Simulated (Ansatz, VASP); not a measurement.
Ge: VASP beside Ansatz

```
Ge
1.0
     0.00000    2.26564    2.26618
     1.88509    0.00000    2.26618
     1.88509    2.26564    0.00000
Ge
1
Direct
  0.00000 0.00000 0.00000
```

Alike in both runs: functional PBE; k mesh 22 × 22 × 22; occupations gaussian, width 0.1 eV; no spin polarisation.

Ansatz relaxed the structure, and its values are those at the end. VASP's run is a single point on that final structure, the one shown.

|  | VASP | Ansatz |
| --- | --- | --- |
| version | VASP 6.6.1 | Ansatz 0.2.0 |
| potentials or method | VASP PAW PBE potentials, release 64 (Ge_d), cutoff 520 eV | scalar-relativistic, plane waves, PAW |
| valence electrons in the cell | 14 | 14 |

VASP gave:

* gap on the k mesh at the Fermi level (eV): none
* pressure (GPa): -0.1

**Question.** Which values does Ansatz return?

**Answer.** gap on the k mesh at the Fermi level (eV): none; pressure (GPa): 0.0.

A gap of «none» marks a metal or a gap that the smearing closes.
